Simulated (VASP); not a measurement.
Here is a VASP 6.6.1 calculation.

File POSCAR:

```
YbB2
1.0
    6.5431100100      0.0000000000      0.0000000000
   -1.6357775000      2.8332473600      0.0000000000
    0.0000000000      0.0000000000      3.7559017600
Yb B
2 4
Direct
    0.0000000000      0.0000000000      0.0000000000
    0.5000000000      0.0000000000      0.0000000000
    0.1666500000      0.6667000000      0.5000000000
    0.6666500000      0.6667000000      0.5000000000
    0.3333000000      0.3333000000      0.5000000000
    0.8333000000      0.3333000000      0.5000000000
```

File INCAR.step1:

```
PREC = Accurate
ENCUT = 520
EDIFF = 1E-6
ISMEAR = 0
SIGMA = 0.134
LREAL = F
LASPH = T
NELM = 150
ALGO = Normal
ISIF = 2
LWAVE = F
LCHARG = T
ISPIN = 2
MAGMOM = 1 1 0 0 0 0
LMAXMIX = 6
LDAU = T
LDAUTYPE = 2
LDAUL = 3 -1
LDAUU = 2.87 0
LDAUJ = 0 0
LDAUPRINT = 1
GGA = PE
NBANDS = 43
```

Contents of KPOINTS.step1:

```
Automatic mesh
0
Gamma
  3 6 5
```

The input INCAR.step2:

```
PREC = Accurate
ENCUT = 520
EDIFF = 1E-6
ISMEAR = -5
SIGMA = 0.134
LREAL = F
LASPH = T
NELM = 150
ALGO = Normal
ISIF = 2
LWAVE = F
LCHARG = F
ISPIN = 2
MAGMOM = 1 1 0 0 0 0
LORBIT = 10
LMAXMIX = 6
LDAU = T
LDAUTYPE = 2
LDAUL = 3 -1
LDAUU = 2.87 0
LDAUJ = 0 0
LDAUPRINT = 1
GGA = PE
NBANDS = 43
NEDOS = 2001
ICHARG = 11
```

KPOINTS.step2

```
Automatic mesh
0
Gamma
  5 9 8
```

Potentials or basis: VASP PAW PBE potentials, release 64 (Yb, B).

Command:

```bash
$ cat potpaw_PBE.64/Yb/POTCAR potpaw_PBE.64/B/POTCAR > POTCAR
$ cp INCAR.step1 INCAR
$ cp KPOINTS.step1 KPOINTS
$ mpirun -np 1 vasp_std > vasp.out
$ cp INCAR.step2 INCAR
$ cp KPOINTS.step2 KPOINTS
$ mpirun -np 1 vasp_std > vasp.out
```

**Question.** Estimate the net moment.

**Answer.** 0.36 μB per cell.

**Question.** Predict the site moments.

**Answer.** Yb +0.08; B +0.01 μB.

Eigenvalues of the final occupation matrices:
| site | spin | trace | eigenvalues |
| --- | --- | --- | --- |
| site 1 f | 1 | 6.82 | 0.96 0.96 0.96 0.98 0.98 0.98 0.99 |
| site 1 f | 2 | 6.69 | 0.93 0.93 0.94 0.97 0.97 0.97 0.98 |
| site 2 f | 1 | 6.82 | 0.96 0.96 0.96 0.98 0.98 0.98 0.99 |
| site 2 f | 2 | 6.69 | 0.93 0.93 0.94 0.97 0.97 0.97 0.98 |

Caveat: the k points lie up to 0.37 Å⁻¹ apart; spin-orbit coupling is left out, which moves the levels of the heavy elements. The state reached can hang on the start; a lower one may exist.
